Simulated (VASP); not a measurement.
Here is a VASP 6.6.1 calculation.

POSCAR

```
Ir
1.0
    0.0000000000      1.9220874311      1.9220874311
    1.9220874311      0.0000000000      1.9220874311
    1.9220874311      1.9220874311      0.0000000000
Ir
1
Direct
    0.0000000000      0.0000000000      0.0000000000
```

The input INCAR.step1:

```
SYSTEM = Ir
ALGO = Normal ; EDIFF = 1E-4
ENCUT = 520 ; GGA = PE
ISMEAR = -1 ; LASPH = .True.
LCHARG = .False. ; LREAL = .False.
LWAVE = .True. ; NBANDS = 10
NELM = 80 ; PREC = Accurate
SIGMA = 0.05
```

Contents of INCAR.step2:

```
SYSTEM = Ir
ALGO = Normal ; EDIFF = 1E-7
ENCUT = 520 ; ISIF = 2
ISMEAR = -1 ; ISTART = 1
LASPH = .True. ; LCHARG = .False.
LMIXTAU = .True. ; LREAL = .False.
LWAVE = .False. ; METAGGA = R2SCAN
NBANDS = 10 ; NELM = 80
PREC = Accurate ; SIGMA = 0.05
```

Contents of KPOINTS:

```
k-points
0
Gamma
  23 23 23
  0 0 0
```

Potentials or basis: VASP PAW PBE potentials, release 64 (Ir).

Launch:

```sh
$ cat potpaw_PBE.64/Ir/POTCAR > POTCAR
$ cp INCAR.step1 INCAR
$ mpirun -np 1 vasp_std > vasp.out
$ cp INCAR.step2 INCAR
$ mpirun -np 1 vasp_std > vasp.out
```

Predict the band gap on the k mesh.

zero (an odd number of electrons rules out a gap without spin polarisation).

What does it give for the pressure?

2.5 GPa.

Caveat: the PAW data sets were made with another functional, which shifts forces and pressure a little; spin-orbit coupling is left out, which moves the levels of the heavy elements.
